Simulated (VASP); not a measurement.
Al2O3: single point with PBE

The system is Al2O3.

```
Al O
1.0
     5.05559    0.00000    0.00000
    -2.52779    4.37827    0.00000
     0.00000    0.00000    2.52879
Al O
2 3
Cartesian
  0.0000 2.9188 1.2644
  2.5278 1.4594 1.2644
  2.5278 0.0000 0.0000
  -1.2639 2.1891 0.0000
  1.2639 2.1891 0.0000
```

* Program: VASP 6.6.1
* Task: single point
* Functional: PBE
* Potentials or basis: VASP PAW PBE potentials, release 64 (Al, O)
* Cutoff: 520 eV
* k mesh: 6 × 6 × 6
* Occupations: gaussian, width 0.1 eV
* Spin: no spin polarisation

```
Pressure               : -0.1 GPa
Band gap on the k mesh : 3.56 eV, indirect (least direct gap 4.19 eV)
```

Stress tensor (GPa, compression positive):
```
 0.03  0.00  0.00
 0.00  0.03  0.00
 0.00  0.00 -0.21
```

Levels at points of the mesh, in eV from the valence-band top:
| k point | band 8 | band 9 | band 10 | band 11 | band 12 | band 13 | band 14 | band 15 | band 16 | band 17 |
| --- | --- | --- | --- | --- | --- | --- | --- | --- | --- | --- |
| (0.00, 0.00, 0.00) | -1.67 | -1.67 | -1.34 | -1.34 | -0.63 | 3.56 | 6.97 | 8.87 | 8.87 | 11.11 |
| (0.50, 0.00, 0.00) | -3.06 | -1.87 | -1.62 | -1.35 | -1.18 | 5.90 | 6.28 | 9.06 | 9.57 | 10.86 |
| (0.00, 0.00, 0.50) | -3.75 | -3.75 | -0.92 | -0.92 | 0.00 | 5.01 | 7.10 | 7.10 | 9.07 | 9.55 |
| (0.50, 0.00, 0.50) | -4.39 | -2.86 | -2.29 | -1.67 | -0.42 | 6.03 | 7.43 | 8.67 | 9.01 | 10.38 |

Wall time 12 s on 1 thread of Intel(R) Xeon(R) 6975P-C (Granite Rapids) (shared host), peak memory 0.18 GiB.

A k mesh can miss the band edges.
